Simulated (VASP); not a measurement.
Input of a VASP 6.6.1 run:

POSCAR

```
BaTiO3
1.0
    3.8044335800      0.0000000000      0.0000000000
    0.0000000000      2.9716845415      4.3150388312
    0.0000000000     -2.9716845415      4.3150388312
Ba Ti O
1 1 3
Direct
    0.0000000000      0.1458739770      0.1458739770
    0.5000000000      0.5588036935      0.5588036935
    0.0000000000      0.4643497340      0.4643497340
    0.5000000000      0.4139402369      0.9132523585
    0.5000000000      0.9132523585      0.4139402369
```

Contents of INCAR.step1:

```
PREC     = Accurate       # precision mode
ENCUT    = 520            # plane-wave cutoff, eV
ISMEAR   = 0              # smearing method
SIGMA    = 0.02           # smearing width, eV
LREAL    = False          # projectors in reciprocal space
LASPH    = True           # aspherical terms in the spheres
NELM     = 100            # most SCF steps
NBANDS   = 28             # bands
GGA      = PE             # functional
ALGO     = Normal         # electronic algorithm
EDIFF    = 1E-4           # SCF threshold, eV
LWAVE    = True           # write WAVECAR
LCHARG   = False          # write CHGCAR
```

Contents of INCAR.step2:

```
PREC     = Accurate       # precision mode
ENCUT    = 520            # plane-wave cutoff, eV
EDIFF    = 1E-7           # SCF threshold, eV
ISMEAR   = 0              # smearing method
SIGMA    = 0.02           # smearing width, eV
LREAL    = False          # projectors in reciprocal space
LASPH    = True           # aspherical terms in the spheres
NELM     = 100            # most SCF steps
ALGO     = Normal         # electronic algorithm
ISIF     = 2              # what is computed and relaxed
LWAVE    = False          # write WAVECAR
LCHARG   = True           # write CHGCAR
METAGGA  = R2SCAN         # meta-GGA
LMIXTAU  = True         
LELF     = True           # ELF
LVHAR    = True         
NBANDS   = 28             # bands
ISTART   = 1
```

File KPOINTS:

```
regular mesh
0
Gamma
  1 1 1
```

Potentials or basis: VASP PAW PBE potentials, release 64 (Ba_sv, Ti_sv, O).

Command:

```bash
$ cat potpaw_PBE.64/Ba_sv/POTCAR potpaw_PBE.64/Ti_sv/POTCAR potpaw_PBE.64/O/POTCAR > POTCAR
$ cp INCAR.step1 INCAR
$ mpirun -np 1 vasp_gam > vasp.out
$ cp INCAR.step2 INCAR
$ mpirun -np 1 vasp_gam > vasp.out
```

Predict the largest force.

0.163 eV/Å.

Estimate the pressure.

2.1 GPa.

Stress tensor (GPa, compression positive):
```
3.81 0.00 0.00
0.00 2.20 0.00
0.00 0.00 0.26
```

Caveat: the k points lie up to 1.65 Å⁻¹ apart; the PAW data sets were made with another functional, which shifts forces and pressure a little.
